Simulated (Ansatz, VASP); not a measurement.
ScGaTe3 in VASP and in Ansatz

```
Sc Ga Te
1.0
     3.57651    2.06490    3.87181
    -3.57651    2.06490    3.87181
     0.00000   -4.12980    3.87181
Sc Ga Te
1 1 3
Direct
  0.00000 0.00000 0.00000
  0.50000 0.50000 0.50000
  0.00000 0.00000 0.50000
  0.50000 0.00000 0.00000
  0.00000 0.50000 0.00000
```

Alike in both runs: functional PBE; k mesh 6 × 6 × 6; occupations gaussian, width 0.1 eV; no spin polarisation.

Ansatz relaxed the structure, and its values are those at the end. VASP's run is a single point on that final structure, the one shown.

|  | VASP | Ansatz |
| --- | --- | --- |
| version | VASP 6.6.1 | Ansatz 0.2.0 |
| potentials or method | VASP PAW PBE potentials, release 64 (Sc_sv, Ga_d, Te), cutoff 520 eV | scalar-relativistic, plane waves, PAW |
| valence electrons in the cell | 42 | 72 |

```csv
,VASP,Ansatz,Ansatz less VASP
gap on the k mesh at the Fermi level (eV),none,none,-
pressure (GPa),0.0,0.0,-0.03
```

A gap of «none» marks a metal or a gap that the smearing closes. The functional is the same, so the differences come from potentials, cutoffs and numerics. VASP's potentials hold 42 valence electrons a cell and Ansatz's 72, so a difference there can come from the potentials and not from the codes.

Neither program's run includes spin-orbit coupling.
